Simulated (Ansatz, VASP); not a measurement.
**ZnSe in VASP and in Ansatz**

File INCAR:

```
PREC = Accurate
ENCUT = 520
EDIFF = 1E-6
ISMEAR = 0
SIGMA = 0.05
LREAL = False
LASPH = True
NELM = 60
ALGO = Normal
ISIF = 2
LWAVE = False
LCHARG = False
GGA = CA
NBANDS = 16
```

The input KPOINTS:

```
Automatic mesh
0
Gamma
  10 10 10
```

The input POSCAR:

```
ZnSe
1.0
    0.0000000000      2.8984176184      2.7279224644
    2.7279224644      0.0000000000      2.7279224644
    2.7279224644      2.8984176184      0.0000000000
Zn Se
1 1
Direct
    0.0000000000      0.0000000000      0.0000000000
    0.7500000000      0.7500000000      0.7500000000
```

Input for Ansatz:

```yaml
crystal:
  lattice:
    - [0.0, 2.8984176184, 2.7279224644]
    - [2.7279224644, 0.0, 2.7279224644]
    - [2.7279224644, 2.8984176184, 0.0]
  atoms:
    - { symbol: Zn, position: [0.0, 0.0, 0.0] }
    - { symbol: Se, position: [0.75, 0.75, 0.75] }
basis:
  ecutwfc: 520.0
kpoints:
  mp_grid: { grid: [10, 10, 10] }
hamiltonian:
  xc: lda
  pseudopotentials: { kind: paw, azcp: { folder: soft_1 } }
scf:
  occupations: { method: gaussian, width: 0.05 }
output:
  forces: true
  stress: true
  eigenvalues: true
  write_density: true
  write_potential: true
  elf: true
  volumetric_format: npy
```

Alike in both runs: task single point; functional LDA; k mesh 10 × 10 × 10; occupations gaussian, width 0.05 eV; no spin polarisation.

|  | VASP | Ansatz |
| --- | --- | --- |
| version | VASP 6.6.1 | Ansatz 0.2.0 |
| potentials or method | VASP PAW LDA potentials, release 64 (Zn, Se), cutoff 520 eV | scalar-relativistic, plane waves, PAW |
| valence electrons in the cell | 18 | 28 |

```tsv
	VASP	Ansatz	Ansatz less VASP
gap on the k mesh at the Fermi level (eV)	1.19	1.15	-0.043
least direct gap on the mesh (eV)	1.19	1.15	-0.043
pressure (GPa)	0.3	-0.1	-0.38
traceless stress, the component that is largest in VASP (GPa)	-1.74	-1.75	-0.015
```

Ansatz warns that its potentials were made for another functional, while VASP's fit it. LDA's correlation is that of Perdew and Zunger in VASP and of Perdew and Wang (1992) in Ansatz. VASP's potentials hold 18 valence electrons a cell and Ansatz's 28, so a difference there can come from the potentials and not from the codes.
